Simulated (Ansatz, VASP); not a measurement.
## NaCdI3 in VASP and in Ansatz

POSCAR

```
NaCdI3
1.0
    5.9769516471      0.0000000000      0.0000000000
    0.0000000000      5.9769516471      0.0000000000
    0.0000000000      0.0000000000      5.9769516471
Na Cd I
1 1 3
Direct
    0.0000000000      0.0000000000      0.0000000000
    0.5000000000      0.5000000000      0.5000000000
    0.5000000000      0.5000000000      0.0000000000
    0.5000000000      0.0000000000      0.5000000000
    0.0000000000      0.5000000000      0.5000000000
```

Contents of INCAR.step1:

```
  PREC = Accurate
  ENCUT = 520
  ISMEAR = -1
  SIGMA = 0.02
  LREAL = False
  LASPH = True
  NELM = 60
  NBANDS = 28
  GGA = PE
  ALGO = Normal
  EDIFF = 1E-4
  LWAVE = True
  LCHARG = False
```

Contents of INCAR.step2:

```
  PREC = Accurate
  ENCUT = 520
  EDIFF = 1E-6
  ISMEAR = -1
  SIGMA = 0.02
  LREAL = False
  LASPH = True
  NELM = 60
  ALGO = Normal
  ISIF = 2
  LWAVE = False
  LCHARG = False
  METAGGA = R2SCAN
  LMIXTAU = True
  NBANDS = 28
  ISTART = 1
```

The input KPOINTS:

```
Automatic mesh
0
Gamma
  4 4 4
```

Input for Ansatz:

```yaml
crystal:
  lattice:
    - [5.9769516471, 0.0, 0.0]
    - [0.0, 5.9769516471, 0.0]
    - [0.0, 0.0, 5.9769516471]
  atoms:
    - { symbol: Na, position: [0.0, 0.0, 0.0] }
    - { symbol: Cd, position: [0.5, 0.5, 0.5] }
    - { symbol: I, position: [0.5, 0.5, 0.0] }
    - { symbol: I, position: [0.5, 0.0, 0.5] }
    - { symbol: I, position: [0.0, 0.5, 0.5] }
kpoints:
  mp_grid: { grid: [4, 4, 4] }
hamiltonian:
  xc: r2scan
scf:
  occupations: { method: fermi_dirac, width: 0.02 }
  n_extra_bands: 5
output:
  forces: true
  stress: true
  eigenvalues: true
```

Alike in both runs: task single point; functional r2SCAN; k mesh 4 × 4 × 4; occupations fermi-dirac, width 0.02 eV; no spin polarisation.

|  | VASP | Ansatz |
| --- | --- | --- |
| version | VASP 6.6.1 | Ansatz 0.2.0 |
| potentials or method | VASP PAW PBE potentials, release 64 (Na_pv, Cd, I) | plane waves, PAW |
| plane-wave cutoff (eV) | 520 | 500 |
| valence electrons in the cell | 40 | 80 |

|  | VASP | Ansatz | Ansatz less VASP |
| --- | --- | --- | --- |
| pressure (GPa) | -0.6 | -0.6 | -0.04 |

VASP's potentials were made for PBE, not for r2SCAN. VASP's potentials hold 40 valence electrons a cell and Ansatz's 80, so a difference there can come from the potentials and not from the codes.

Neither program's run includes spin-orbit coupling.
